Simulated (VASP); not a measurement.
# AlH2 (I4_1/amd) in VASP: a series of runs, part 2 of 2

VASP 6.6.1. The steps go on from the part before.

## (3) Single point, PBE

This run uses another cell than the first one, of 9.46 Å³/atom.

The input, INCAR:

```
ALGO = Normal
EDIFF = 1E-6
ENCUT = 520
GGA = PE
ISIF = 2
ISMEAR = 0
LASPH = True
LCHARG = False
LREAL = False
LWAVE = False
NBANDS = 14
NELM = 60
PREC = Accurate
SIGMA = 0.1
```

The input, KPOINTS:

```
k-points
0
Gamma
  8 8 8
```

The input, POSCAR:

```
AlH2
1.0
   -1.7808060687      1.7808060687      4.4762454260
    1.7808060687     -1.7808060687      4.4762454260
    1.7808060687      1.7808060687     -4.4762454260
Al H
2 4
Direct
    0.0000000000      0.0000000000      0.0000000000
    0.7500000000      0.2500000000      0.5000000000
    0.2066000000      0.2066000000      0.0000000000
    0.9566000000      0.4566000000      0.5000000000
    0.5434000000      0.0434000000      0.5000000000
    0.7934000000      0.7934000000      0.0000000000
```

Potentials or basis: VASP PAW PBE potentials, release 64 (Al, H).

On the command line:

```sh
> cat potpaw_PBE.64/Al/POTCAR potpaw_PBE.64/H/POTCAR > POTCAR
> mpirun -np 1 vasp_std > vasp.out
```

It took 2 min on 1 thread of Intel Xeon 8259CL, shared host; peak memory 0.23 GiB.

The run converged. Its results:

```yaml
Free_energy: -18.8886 eV
Pressure: 7.0 GPa
Largest_force: 0.283 eV/Å
Band_gap_on_the_k_mesh: zero (bands 5 and 6 overlap by 2.71 eV)
```

Forces in eV/Å, atoms in the order of the input:
```
Al   0.000  0.000  0.000
Al   0.000  0.000  0.000
H    0.000  0.000  0.283
H    0.000  0.000  0.283
H    0.000  0.000 -0.283
H    0.000  0.000 -0.283
```

Stress tensor (GPa, compression positive):
```
5.60 0.00 0.00
0.00 5.60 0.00
0.00 0.00 9.66
```

Levels at points of the mesh, in eV from the Fermi level:
```tsv
k point	band 3	band 4	band 5	band 6	band 7	band 8
(0.00, 0.00, 0.00)	-6.32	-3.80	1.02	1.65	1.65	2.45
(0.50, 0.00, 0.00)	-7.35	-5.16	-0.50	2.03	2.08	3.16
(0.50, 0.50, 0.00)	-7.29	-7.29	-1.51	-1.51	1.81	1.81
(0.50, 0.50, 0.50)	-4.11	-4.11	0.38	0.38	4.70	4.70
```

Caveat: the cell stands under pressure.

## (4) Relaxation of cell and atoms, PBE

This run uses another cell than the first one, of 9.46 Å³/atom.

The input, INCAR:

```
SYSTEM = AlH2
PREC = Accurate
ENCUT = 600
EDIFF = 1E-7
ISMEAR = 0
SIGMA = 0.1
LREAL = .False.
LASPH = .True.
NELM = 100
ALGO = Normal
ISIF = 3
LWAVE = .False.
LCHARG = .False.
GGA = PE
IBRION = 2
NSW = 90
EDIFFG = -0.04
```

The input, KPOINTS:

```
regular mesh
0
Gamma
  6 6 6
  0 0 0
```

POSCAR is that of step 3.

On the command line:

```sh
> cat potpaw_PBE.64/Al/POTCAR potpaw_PBE.64/H/POTCAR > POTCAR
> mpirun -np 1 vasp_std > vasp.out
```

It took 3 min on 1 thread of Intel Xeon 8259CL, shared host; peak memory 0.26 GiB.

The run converged. Its results:

```
Free energy                           : -19.0785 eV
Relaxed volume                        : 10.61 Å³/atom
Relaxed cell                          : a = 5.409 Å, b = 5.409 Å, c = 5.409 Å, α = 140.43°, β = 140.43°, γ = 57.20°
Space group after relaxing (to 0.1 Å) : I4_1/amd (No. 141)
Energy gained by relaxing             : 25.5 meV/atom
Ionic steps                           : 4
Pressure after relaxing               : -0.1 GPa
Largest force after relaxing          : 0.021 eV/Å
Band gap on the k mesh                : zero (bands 5 and 6 overlap by 2.94 eV)
```

Forces on the atoms (eV/Å):
```
Al   0.000  0.000  0.000
Al   0.000  0.000  0.000
H    0.000  0.000  0.021
H    0.000  0.000  0.021
H    0.000  0.000 -0.021
H    0.000  0.000 -0.021
```

Stress tensor (GPa, compression positive):
```
 0.11  0.00  0.00
 0.00  0.11  0.00
 0.00  0.00 -0.56
```

The path:
```csv
step,energy change (eV),largest force (eV/Å),pressure (GPa),volume (Å³)
1,0.0000,0.2979,6.38,56.78
2,-0.1152,0.1402,2.97,59.93
3,-0.1492,0.0085,-0.81,64.75
4,-0.1532,0.0212,-0.12,63.66
```

Final structure:
```cif
data_structure
_symmetry_space_group_name_H-M 'P 1'
_symmetry_Int_Tables_number 1
_cell_length_a 5.4087
_cell_length_b 5.4087
_cell_length_c 5.4087
_cell_angle_alpha 140.433
_cell_angle_beta 140.433
_cell_angle_gamma 57.197
_cell_volume 63.66
loop_
_atom_site_label
_atom_site_type_symbol
_atom_site_fract_x
_atom_site_fract_y
_atom_site_fract_z
_atom_site_occupancy
Al1 Al 0.00000 0.00000 0.00000 1
Al2 Al 0.75000 0.25000 0.50000 1
H1 H 0.21001 0.21001 0.00000 1
H2 H 0.96001 0.46001 0.50000 1
H3 H 0.53999 0.03999 0.50000 1
H4 H 0.78999 0.78999 0.00000 1
```

Levels at points of the mesh, in eV from the Fermi level:
```
           k point  band 3  band 4  band 5  band 6  band 7  band 8
(0.00, 0.00, 0.00)   -6.13   -3.26    1.00    1.93    1.93    2.63
(0.50, 0.00, 0.00)   -6.58   -4.85   -0.10    1.72    2.30    3.06
(0.50, 0.50, 0.00)   -6.51   -6.51   -1.53   -1.53    1.99    1.99
(0.50, 0.50, 0.50)   -3.56   -3.56    0.79    0.79    4.02    4.02
```

## (5) Single point, PBE

This run uses another cell than the first one, of 10.67 Å³/atom.

The input, INCAR:

```
SYSTEM = AlH2
PREC     = Accurate       ! precision mode
ENCUT    = 520            ! plane-wave cutoff, eV
EDIFF    = 1E-6           ! SCF threshold, eV
ISMEAR   = 0              ! smearing method
SIGMA    = 0.1            ! smearing width, eV
LREAL    = .False.        ! projectors in reciprocal space
LASPH    = .True.         ! aspherical terms in the spheres
NELM     = 100            ! most SCF steps
ALGO     = Normal         ! electronic algorithm
ISIF     = 2              ! what is computed and relaxed
LWAVE    = .False.        ! write WAVECAR
LCHARG   = .False.        ! write CHGCAR
GGA      = PE             ! functional
NBANDS   = 14             ! bands
```

The input, KPOINTS:

```
regular mesh
0
Gamma
  14 14 14
  0 0 0
```

The input, POSCAR:

```
AlH2
1.0
   -1.8681914205      1.8681914205      4.5866697569
    1.8681914205     -1.8681914205      4.5866697569
    1.8681914205      1.8681914205     -4.5866697569
Al H
2 4
Direct
    0.0000000000      0.0000000000      0.0000000000
    0.7500000000      0.2500000000      0.5000000000
    0.2165467058      0.2165467058      0.0000000000
    0.9665467058      0.4665467058      0.5000000000
    0.5334532942      0.0334532942      0.5000000000
    0.7834532942      0.7834532942      0.0000000000
```

On the command line:

```sh
> cat potpaw_PBE.64/Al/POTCAR potpaw_PBE.64/H/POTCAR > POTCAR
> mpirun -np 1 vasp_std > vasp.out
```

It took 7.4 min on 1 thread of Intel Xeon 8259CL, shared host; peak memory 0.36 GiB.

Results (log left out):

```
Free energy            : -19.0624 eV
Pressure               : -0.1 GPa
Band gap on the k mesh : zero (bands 5 and 6 overlap by 2.80 eV)
```

Forces in eV/Å, atoms in the order of the input:
```
Al   0.000  0.000  0.000
Al   0.000  0.000  0.000
H    0.000  0.000  0.003
H    0.000  0.000  0.003
H    0.000  0.000 -0.003
H    0.000  0.000 -0.003
```

Levels at points of the mesh, in eV from the Fermi level:
```tsv
k point	band 3	band 4	band 5	band 6	band 7	band 8
(0.00, 0.00, 0.00)	-5.90	-3.54	0.73	1.55	1.55	2.30
(0.50, 0.00, 0.00)	-6.51	-4.86	-0.17	1.79	1.97	3.19
(0.50, 0.50, 0.00)	-6.58	-6.58	-1.68	-1.68	2.08	2.08
(0.50, 0.50, 0.50)	-3.74	-3.74	0.34	0.34	4.45	4.45
```

## (6) Relaxation of cell and atoms, PBE

The input, INCAR:

```
PREC = Accurate
ENCUT = 600
EDIFF = 1E-7
ISMEAR = 0
SIGMA = 0.1
LREAL = False
LASPH = True
NELM = 100
ALGO = Normal
ISIF = 3
LWAVE = False
LCHARG = False
GGA = PE
IBRION = 2
NSW = 100
EDIFFG = -0.01
```

The input, KPOINTS:

```
Automatic mesh
0
Gamma
  14 14 14
```

The input, POSCAR:

```
AlH2
1.0
   -1.8412811664      1.8412811664      4.6621599632
    1.8412811664     -1.8412811664      4.6621599632
    1.8412811664      1.8412811664     -4.6621599632
Al H
2 4
Direct
    0.0000000000      0.0000000000      0.0000000000
    0.7500000000      0.2500000000      0.5000000000
    0.2141401989      0.2141401989      0.0000000000
    0.9641401989      0.4641401989      0.5000000000
    0.5358598011      0.0358598011      0.5000000000
    0.7858598011      0.7858598011      0.0000000000
```

Potentials or basis: VASP PAW PBE potentials, release 64 (Al, H).

On the command line:

```sh
> cat potpaw_PBE.64/Al/POTCAR potpaw_PBE.64/H/POTCAR > POTCAR
> mpirun -np 1 vasp_std > vasp.out
```

Run time: 44 min. Hardware: 1 thread of Intel Xeon 8259CL, shared host; peak memory 0.45 GiB.

Results (log left out):

```yaml
Free_energy: -19.0637 eV
Relaxed_volume: 10.66 Å³/atom
Relaxed_cell: a = 5.299 Å, b = 5.299 Å, c = 5.299 Å, α = 138.78°, β = 138.78°, γ = 59.72°
Space_group_after_relaxing_to_0.1_Å: I4_1/amd (No. 141)
Energy_gained_by_relaxing: 0.7 meV/atom
Ionic_steps: 9
Pressure_after_relaxing: 0.0 GPa
Band_gap_on_the_k_mesh: zero (bands 5 and 6 overlap by 2.81 eV)
```

Stress tensor (GPa, compression positive):
```
 0.02  0.00  0.00
 0.00  0.02  0.00
 0.00  0.00 -0.09
```

The path:
```csv
step,energy change (eV),largest force (eV/Å),pressure (GPa),volume (Å³)
1,0.0000,0.0149,0.42,63.22
2,-0.0009,0.0125,0.26,63.48
3,-0.0021,0.0069,-0.24,64.25
4,-0.0028,0.0117,-0.20,64.23
5,-0.0036,0.0241,-0.11,64.20
6,-0.0036,0.0262,-0.10,64.19
7,-0.0040,0.0212,-0.01,64.05
8,-0.0043,0.0120,0.14,63.77
9,-0.0045,0.0007,-0.02,63.95
```

Final structure:
```cif
data_structure
_symmetry_space_group_name_H-M 'P 1'
_symmetry_Int_Tables_number 1
_cell_length_a 5.2985
_cell_length_b 5.2985
_cell_length_c 5.2985
_cell_angle_alpha 138.777
_cell_angle_beta 138.777
_cell_angle_gamma 59.716
_cell_volume 63.95
loop_
_atom_site_label
_atom_site_type_symbol
_atom_site_fract_x
_atom_site_fract_y
_atom_site_fract_z
_atom_site_occupancy
Al1 Al 0.00000 0.00000 0.00000 1
Al2 Al 0.75000 0.25000 0.50000 1
H1 H 0.21641 0.21641 0.00000 1
H2 H 0.96641 0.46641 0.50000 1
H3 H 0.53359 0.03359 0.50000 1
H4 H 0.78359 0.78359 0.00000 1
```

Levels at points of the mesh, in eV from the Fermi level:
```
           k point  band 2  band 3  band 4  band 5  band 6  band 7  band 8  band 9
(0.00, 0.00, 0.00)   -5.95   -5.93   -3.53    0.72    1.57    1.57    2.31    2.31
(0.50, 0.00, 0.00)   -7.94   -6.52   -4.88   -0.16    1.82    1.95    3.19    4.29
(0.50, 0.50, 0.00)   -7.35   -6.59   -6.59   -1.68   -1.68    2.06    2.06    2.95
(0.50, 0.50, 0.50)   -9.93   -3.73   -3.73    0.36    0.36    4.41    4.41    5.83
```

## (7) The runs side by side

```csv
task,cell,k mesh,cutoff (eV),gap on the mesh (eV),pressure (GPa),relaxed volume (Å³/atom),largest force (eV/Å)
single point,"a = 5.340 Å, angles 139.7, 139.7, 58.4°, 6 atoms, atomic positions A",6 × 6 × 6,520,none,0.2,-,0.01
single point,"a = 5.136 Å, angles 139.4, 139.4, 58.7°, 6 atoms, atomic positions B",8 × 8 × 8,520,none,7.0,-,0.28
relaxation of cell and atoms,"relaxed from a = 5.136 Å, angles 139.4, 139.4, 58.7°, 6 atoms, atomic positions B",6 × 6 × 6,600,none,-0.1,10.61,0.02
single point,"a = 5.293 Å, angles 138.7, 138.7, 59.9°, 6 atoms, atomic positions C",14 × 14 × 14,520,none,-0.1,-,-
relaxation of cell and atoms,"relaxed from a = 5.340 Å, angles 139.7, 139.7, 58.4°, 6 atoms, atomic positions A",14 × 14 × 14,600,none,0.0,10.66,-
```

Alike in all rows: level PBE; potentials or basis VASP PAW PBE potentials, release 64 (Al, H); no spin polarisation; smearing gaussian 0.1 eV.

Caveats: the cell stands under pressure (at least some runs).

Absolute energies hang on the potentials; compare differences alone.
